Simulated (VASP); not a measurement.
Write the native input for VASP 6.6.1 that does the following.

```yaml
Task: relaxation of cell and atoms
Functional: r2SCAN
Potentials_or_basis: VASP PAW PBE potentials, release 64 (Na_pv)
Cutoff: 600 eV
k_mesh: 10 × 10 × 10
Occupations: fermi-dirac, width 0.1 eV
Spin: no spin polarisation
Dipole_correction: no
Further_INCAR_settings: ALGO = Normal; EDIFF = 1e-06; IBRION = 2; EDIFFG = -0.002; NSW = 100; ISIF = 3
```

Crystal: Na.

```
CELL_PARAMETERS angstrom
-2.14100 2.14100 2.14100
2.14100 -2.14100 2.14100
2.14100 2.14100 -2.14100
ATOMIC_POSITIONS crystal
Na 0.00000 0.00000 0.00000
```

These files were run (other wordings do the same):

POSCAR

```
Na
1.0
   -2.1410000000      2.1410000000      2.1410000000
    2.1410000000     -2.1410000000      2.1410000000
    2.1410000000      2.1410000000     -2.1410000000
Na
1
Direct
    0.0000000000      0.0000000000      0.0000000000
```

INCAR.step1

```
ALGO = Normal
EDIFF = 1E-4
ENCUT = 600
GGA = PE
ISMEAR = -1
LASPH = T
LCHARG = F
LREAL = F
LWAVE = T
NELM = 60
PREC = Accurate
SIGMA = 0.1
```

INCAR.step2

```
ALGO = Normal
EDIFF = 1E-6
EDIFFG = -0.002
ENCUT = 600
IBRION = 2
ISIF = 3
ISMEAR = -1
ISTART = 1
LASPH = T
LCHARG = F
LMIXTAU = T
LREAL = F
LWAVE = F
METAGGA = R2SCAN
NELM = 60
NSW = 100
PREC = Accurate
SIGMA = 0.1
```

KPOINTS

```
k-points
0
Gamma
  10 10 10
```

Potentials or basis: VASP PAW PBE potentials, release 64 (Na_pv).

Launch:

```bash
$ cat potpaw_PBE.64/Na_pv/POTCAR > POTCAR
$ cp INCAR.step1 INCAR
$ mpirun -np 1 vasp_std > vasp.out
$ cp INCAR.step2 INCAR
$ mpirun -np 1 vasp_std > vasp.out
```

It gave:

The relaxed volume is 38.06 Å³/atom and the relaxed cell is a = 3.670 Å, b = 3.670 Å, c = 3.670 Å, α = 109.47°, β = 109.47°, γ = 109.47°. The space group after relaxing (to 0.1 Å) is Im-3m (No. 229), the energy gained by relaxing is 1.0 meV/atom and the ionic steps are 6. The pressure after relaxing is 0.0 GPa and the band gap on the k mesh is zero (an odd number of electrons rules out a gap without spin polarisation).

Caveat: the PAW data sets were made with another functional, which shifts forces and pressure a little.

Run time: 6.3 min on 1 thread of Intel Xeon 8259CL, with other jobs on the host, peak memory 0.17 GiB.
